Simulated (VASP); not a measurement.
Runs of VASP 6.6.1 on AlP. The structure is cubic, space group F-43m (No. 216). The conventional cell has a = 5.479 Å, b = 5.479 Å, c = 5.479 Å, α = 90.00°, β = 90.00°, γ = 90.00°. Al (site symmetry -43m) has 4 P at 2.37 Å within 3.1 Å. P (site symmetry -43m) has 4 Al at 2.37 Å within 3.1 Å. 

```tsv
task	level	k mesh	cutoff (eV)	smearing	grid for exact exchange (PRECFOCK)	screening parameter	gap on the mesh (eV)	pressure (GPa)
single point	HSE06	6 × 6 × 6	400	gaussian 0.01 eV	Normal	0.2079 1/Å	2.29	-0.4
single point	PBE	8 × 8 × 8	500	fermi-dirac 0.02 eV	-	-	1.60	(b)
single point	r2SCAN	8 × 8 × 8	550	gaussian 0.01 eV	-	-	1.93	(a)
dielectric tensor	r2SCAN	6 × 6 × 6	440	gaussian 0.01 eV	-	-	1.93	-
```

Alike in all rows: potentials or basis VASP PAW PBE potentials, release 64 (Al, P); no spin polarisation; cell as given.

Question: Estimate the missing entries.

Answer: (a) -0.3; (b) 1.3.

Caveats: the PAW data sets were made with another functional, which shifts forces and pressure a little (some runs).

A k mesh can miss the band edges.
